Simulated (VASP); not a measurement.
# Si2W (Fd-3m) in VASP: single point with r2SCAN

Aim: the single point of Si2W with r2SCAN.

All numbers are computed with VASP 6.6.1; they aren't measurements. Logs are shortened: lines on timing, memory, paths and dates and some standing lists are left out, and cuts for length are marked.

## Step 1: The cell of the first run

It takes space group Fd-3m (No. 227, cubic). Conventional cell: a = 6.759 Å, b = 6.759 Å, c = 6.759 Å, α = 90.00°, β = 90.00°, γ = 90.00°. Si (site symmetry -3m) has 6 Si at 2.39 Å and 6 W at 2.80 Å within 3.2 Å. Within 3.7 Å of W (site symmetry -43m) lie 12 Si at 2.80 Å and 4 W at 2.93 Å.

## Step 2: Single point, r2SCAN

The input, POSCAR:

```
Si2W
1.0
    0.0000000000      3.3793051623      3.3793051623
    3.3793051623      0.0000000000      3.3793051623
    3.3793051623      3.3793051623      0.0000000000
Si W
4 2
Direct
    0.1250000000      0.1250000000      0.1250000000
    0.6250000000      0.1250000000      0.1250000000
    0.1250000000      0.1250000000      0.6250000000
    0.1250000000      0.6250000000      0.1250000000
    0.5000000000      0.5000000000      0.5000000000
    0.7500000000      0.7500000000      0.7500000000
```

The input, INCAR.step1:

```
SYSTEM = Si2W
  PREC = Accurate
  ENCUT = 520
  ISMEAR = 0
  SIGMA = 0.1
  LREAL = .False.
  LASPH = .True.
  NELM = 80
  NBANDS = 31
  GGA = PE
  ALGO = Normal
  EDIFF = 1E-4
  LWAVE = .True.
  LCHARG = .False.
```

The input, INCAR.step2:

```
SYSTEM = Si2W
  PREC = Accurate
  ENCUT = 520
  EDIFF = 1E-7
  ISMEAR = 0
  SIGMA = 0.1
  LREAL = .False.
  LASPH = .True.
  NELM = 80
  ALGO = Normal
  ISIF = 2
  LWAVE = .False.
  LCHARG = .False.
  METAGGA = R2SCAN
  LMIXTAU = .True.
  NBANDS = 31
  ISTART = 1
```

The input, KPOINTS:

```
Automatic mesh
0
Gamma
  10 10 10
  0 0 0
```

Potentials or basis: VASP PAW PBE potentials, release 64 (Si, W_sv).

The run is started by

```sh
$ cat potpaw_PBE.64/Si/POTCAR potpaw_PBE.64/W_sv/POTCAR > POTCAR
$ cp INCAR.step1 INCAR
$ mpirun -np 1 vasp_std > vasp.out
$ cp INCAR.step2 INCAR
$ mpirun -np 1 vasp_std > vasp.out
```

OUTCAR:

```text
SYSTEM = Si2W
   PREC = Accurate
   ENCUT = 520
   EDIFF = 1E-7
   ISMEAR = 0
   LREAL = .False.
   LASPH = .True.
   NELM = 80
   ISIF = 2
   METAGGA = R2SCAN
   ISTART = 1

 ion  position               nearest neighbor table
   1  0.125  0.125  0.125-   2 2.39   3 2.39   4 2.39   3 2.39   4 2.39   2 2.39   6 2.80   5 2.80
                             6 2.80   5 2.80   6 2.80   5 2.80
   2  0.625  0.125  0.125-   1 2.39   3 2.39   4 2.39   1 2.39   3 2.39   4 2.39   5 2.80   6 2.80
                             5 2.80   5 2.80   6 2.80   6 2.80
   3  0.125  0.125  0.625-   1 2.39   1 2.39   2 2.39   4 2.39   4 2.39   2 2.39   6 2.80   5 2.80
                             6 2.80   5 2.80   6 2.80   5 2.80
   4  0.125  0.625  0.125-   1 2.39   3 2.39   1 2.39   2 2.39   3 2.39   2 2.39   5 2.80   6 2.80
                             5 2.80   6 2.80   6 2.80   5 2.80
   5  0.500  0.500  0.500-   1 2.80   3 2.80   4 2.80   1 2.80   2 2.80   3 2.80   1 2.80   2 2.80
                             4 2.80   2 2.80   3 2.80   4 2.80   6 2.93   6 2.93   6 2.93   6 2.93
   6  0.750  0.750  0.750-   2 2.80   3 2.80   4 2.80   1 2.80   2 2.80   4 2.80   1 2.80   2 2.80
                             3 2.80   1 2.80   3 2.80   4 2.80   5 2.93   5 2.93   5 2.93   5 2.93

  LATTYP: Found a face centered cubic cell.
 ALAT       =     6.7586103246

  Lattice vectors:

 A1 = (   0.0000000000,   3.3793051623,   3.3793051623)
 A2 = (   3.3793051623,   0.0000000000,   3.3793051623)
 A3 = (   3.3793051623,   3.3793051623,   0.0000000000)

Analysis of symmetry for initial positions (statically):
=====================================================================
 Subroutine PRICEL returns:
 Original cell was already a primitive cell.

 Routine SETGRP: Setting up the symmetry group for a
 face centered cubic supercell.

 Subroutine GETGRP returns: Found 48 space group operations
 (whereof 24 operations were pure point group operations)
 out of a pool of 48 trial point group operations.

The static configuration has the point symmetry T_d .
 The point group associated with its full space group is O_h .

Analysis of symmetry for dynamics (positions and initial velocities):
=====================================================================
 Subroutine PRICEL returns:
 Original cell was already a primitive cell.

 Routine SETGRP: Setting up the symmetry group for a
 face centered cubic supercell.

 Subroutine GETGRP returns: Found 48 space group operations
 (whereof 24 operations were pure point group operations)
 out of a pool of 48 trial point group operations.

The dynamic configuration has the point symmetry T_d .
 The point group associated with its full space group is O_h .

 Subroutine INISYM returns: Found 48 space group operations
 (whereof 24 operations are pure point group operations),
 and found     1 'primitive' translations

----------------------------------------------------------------------------------------

                                     Primitive cell

  volume of cell :      77.1813

  direct lattice vectors                    reciprocal lattice vectors
     0.000000000  3.379305162  3.379305162    -0.147959411  0.147959411  0.147959411
     3.379305162  0.000000000  3.379305162     0.147959411 -0.147959411  0.147959411
     3.379305162  3.379305162  0.000000000     0.147959411  0.147959411 -0.147959411

  length of vectors
     4.779059192  4.779059192  4.779059192     0.256273217  0.256273217  0.256273217

  position of ions in fractional coordinates (direct lattice)
     0.125000000  0.125000000  0.125000000
     0.625000000  0.125000000  0.125000000
     0.125000000  0.125000000  0.625000000
     0.125000000  0.625000000  0.125000000
     0.500000000  0.500000000  0.500000000
     0.750000000  0.750000000  0.750000000

  ion indices of the primitive-cell ions
   primitive index   ion index
                 1           1
                 2           2
                 3           3
                 4           4
                 5           5
                 6           6

----------------------------------------------------------------------------------------

 KPOINTS: Automatic mesh

Automatic generation of k-mesh.
 Grid dimensions read from file:
 generate k-points for:   10   10   10

 Generating k-lattice:

  Cartesian coordinates                     Fractional coordinates (reciprocal lattice)
    -0.014795941  0.014795941  0.014795941     0.100000000  0.000000000  0.000000000
     0.014795941 -0.014795941  0.014795941     0.000000000  0.100000000  0.000000000
     0.014795941  0.014795941 -0.014795941     0.000000000  0.000000000  0.100000000

  Length of vectors
     0.025627322  0.025627322  0.025627322

  Shift w.r.t. Gamma in fractional coordinates (k-lattice)
     0.000000000  0.000000000  0.000000000

 Subroutine IBZKPT returns following result:
 ===========================================

 Found     47 irreducible k-points:

 Following reciprocal coordinates:
            Coordinates               Weight
  0.000000  0.000000  0.000000      1.000000
  0.100000  0.000000  0.000000      8.000000
  0.200000  0.000000  0.000000      8.000000
  0.300000  0.000000  0.000000      8.000000
  0.400000  0.000000  0.000000      8.000000
  0.500000  0.000000  0.000000      4.000000
[... 16 lines left out ...]
  0.300000  0.300000  0.000000      6.000000
  0.400000  0.300000  0.000000     24.000000
 [... further k-points ...]
   k-points           NKPTS =     47   k-points in BZ     NKDIM =     47   number of bands    NBANDS=     31
   number of dos      NEDOS =    301   number of ions     NIONS =      6
   total plane-waves  NPLWV =  46656
   dimension x,y,z NGX =    36 NGY =   36 NGZ =   36
   dimension x,y,z NGXF=    72 NGYF=   72 NGZF=   72
   ions per type =               4   2
   NGX,Y,Z   is equivalent  to a cutoff of  12.52, 12.52, 12.52 a.u.
   NGXF,Y,Z  is equivalent  to a cutoff of  25.05, 25.05, 25.05 a.u.
 SYSTEM =  Si2W
   PREC   = accura    normal or accurate (medium, high low for compatibility)
   ISTART =      1    job   : 0-new  1-cont  2-samecut
   ICHARG =      0    charge: 1-file 2-atom 10-const
   ISPIN  =      1    spin polarized calculation?
   LNONCOLLINEAR =      F non collinear calculations
   LSORBIT =      F    spin-orbit coupling
   LASPH  =      T    aspherical Exc in radial PAW
   ENCUT  =  520.0 eV  38.22 Ry    6.18 a.u.   8.89  8.89  8.89*2*pi/ulx,y,z
   NELM   =     80;   NELMIN=  2; NELMDL=  0     # of ELM steps
   EDIFF  = 0.1E-06   stopping-criterion for ELM
   LREAL  =      F    real-space projection
   EDIFFG = 0.1E-05   stopping-criterion for IOM
   NSW    =      0    number of steps for IOM
   IBRION =     -1    ionic relax: 0-MD 1-quasi-New 2-CG
   NFREE  =      0    steps in history (QN), initial steepest desc. (CG)
   ISIF   =      2    stress and relaxation
   ISYM   =      2    0-nonsym 1-usesym 2-fastsym
   POTIM  = 0.5000    time-step for ionic-motion
   TEBEG  =    0.0;   TEEND  =   0.0 temperature during run
   PSTRESS=    0.0 pullay stress
   NELECT =      44.0000    total number of electrons
   NUPDOWN=      -1.0000    fix difference up-down
   EMIN   =  10.00;   EMAX   =-10.00  energy-range for DOS
   EFERMI =   0.00;   METHOD = LEGACY
   ISMEAR =     0;   SIGMA  =   0.10  broadening in eV -4-tet -1-fermi 0-gaus
   EFERMI_NEDOS =   21; number of points for ismear=-14 and -15
   IALGO  =     38    algorithm
   IMIX   =      4    mixing-type and parameters
     AMIX     =   0.40;   BMIX     =  1.00
     AMIX_MAG =   1.60;   BMIX_MAG =  1.00
  volume/ion in A,a.u.               =      12.86        86.81
  Fermi-wavevector in a.u.,A,eV,Ry     =   1.357443  2.565196 25.070801  1.842652
  Thomas-Fermi vector in A             =   2.484361
   LORBIT       =      0    0 simple, 1 ext, 2 COOP (PROOUT), +10 PAW based schemes
   METAGGA = R2SCAN    functional components
   LHFCALC =     F    Hartree Fock is set to
   AEXX    =    0.0000 exact exchange contribution
   IVDW    =     0    specifies the selected vdW correction
   LEPSILON=     F    determine dielectric tensor
   LRPA    =     F    only Hartree local field effects (RPA)
 non-spin polarized calculation
 Gauss-broadening in eV      SIGMA  =   0.10
  energy-cutoff  :      520.00
  volume of cell :       77.18
 maximum number of plane-waves:      2097
   NGX = 17   NGY = 17   NGZ = 17

 number of electron      43.9999995 magnetization

 Free energy of the ion-electron system (eV)
  ---------------------------------------------------
  ext. energy  EPLUGINS =         0.00000000
  ---------------------------------------------------
  free energy    TOTEN  =      -134.39861549 eV

  energy without entropy =     -134.38458924  energy(sigma->0) =     -134.39160236

 E-fermi :  13.1699     XC(G=0): -13.8072

 val. band max:       13.1634680585   @ k =   0.4000   0.0000   0.0000
 cond. band min:      13.1812734235   @ k =   0.3000   0.3000   0.0000
 fundamental gap:      0.0178053650
 Fermi energy:        13.1698686759

 k-point     1 :       0.0000    0.0000    0.0000
  band No.  band energies     occupation
      1     -63.3584      2.00000
      2     -63.2999      2.00000
      3     -27.0655      2.00000
      4     -27.0655      2.00000
      5     -27.0655      2.00000
      6     -26.7992      2.00000
[... 23 lines left out ...]
     30      17.0300      0.00000
     31      18.8987      0.00000

 k-point     2 :       0.1000    0.0000    0.0000
  band No.  band energies     occupation
      1     -63.3574      2.00000
      2     -63.3009      2.00000
      3     -27.0688      2.00000
      4     -27.0688      2.00000
      5     -27.0654      2.00000
      6     -26.8002      2.00000
[... 23 lines left out ...]
     30      17.4474      0.00000
     31      19.0887      0.00000

 k-point     3 :       0.2000    0.0000    0.0000
  band No.  band energies     occupation
      1     -63.3544      2.00000
      2     -63.3040      2.00000
      3     -27.0769      2.00000
      4     -27.0769      2.00000
      5     -27.0654      2.00000
      6     -26.8025      2.00000
[... 703 lines left out ...]
     30      18.6780      0.00000
     31      18.8960      0.00000

 k-point    24 :       0.4000    0.3000    0.0000
  band No.  band energies     occupation
      1     -63.3421      2.00000
      2     -63.3162      2.00000
      3     -27.1186      2.00000
      4     -27.1159      2.00000
      5     -26.9976      2.00000
      6     -26.8750      2.00000
[... 23 lines left out ...]
     30      18.0849      0.00000
     31      18.5226      0.00000

 [... further k-points ...]

------------------------ aborting loop because EDIFF is reached ----------------------------------------

  FORCE on cell =-STRESS in cart. coord.  units (eV):
  Direction    XX          YY          ZZ          XY          YZ          ZX
  --------------------------------------------------------------------------------------
  -------------------------------------------------------------------------------------
  Total        0.1514704      0.1514704      0.1514704     -0.0000000     -0.0000000      0.0000000
  in kB        3.1443161      3.1443161      3.1443161     -0.0000000     -0.0000000      0.0000000
  external PRESSURE =       3.1443161 kB  Pullay stress =       0.0000000 kB

 VOLUME and BASIS-vectors are now :
 -----------------------------------------------------------------------------
  energy-cutoff  :      520.00
  volume of cell :       77.18
      direct lattice vectors                 reciprocal lattice vectors
     0.000000000  3.379305162  3.379305162    -0.147959411  0.147959411  0.147959411
     3.379305162  0.000000000  3.379305162     0.147959411 -0.147959411  0.147959411
     3.379305162  3.379305162  0.000000000     0.147959411  0.147959411 -0.147959411

 POSITION                                       TOTAL-FORCE (eV/Angst)
 -----------------------------------------------------------------------------------
      0.84483      0.84483      0.84483        -0.000000      0.000000      0.000000
      0.84483      2.53448      2.53448        -0.000000      0.000000      0.000000
      2.53448      2.53448      0.84483        -0.000000      0.000000      0.000000
      2.53448      0.84483      2.53448        -0.000000      0.000000      0.000000
      3.37931      3.37931      3.37931        -0.000000     -0.000000     -0.000000
      5.06896      5.06896      5.06896         0.000000      0.000000      0.000000
 -----------------------------------------------------------------------------------
    total drift:                                0.000000      0.000000      0.000000

  FREE ENERGIE OF THE ION-ELECTRON SYSTEM (eV)
  ---------------------------------------------------
  free  energy   TOTEN  =      -134.3986154856 eV

  energy  without entropy=     -134.3845892434  energy(sigma->0) =     -134.39160236
```

It took 3.1 min on 1 thread of Intel Xeon 6975P-C (Granite Rapids), shared host; peak memory 0.27 GiB.

What came out:

```yaml
Free_energy: -134.3986 eV
Pressure: 0.3 GPa
Band_gap_on_the_k_mesh: zero (bands 22 and 23 overlap by 0.74 eV)
```

Caveat: the PAW data sets were made with another functional, which shifts forces and pressure a little; spin-orbit coupling is left out, which moves the levels of the heavy elements.
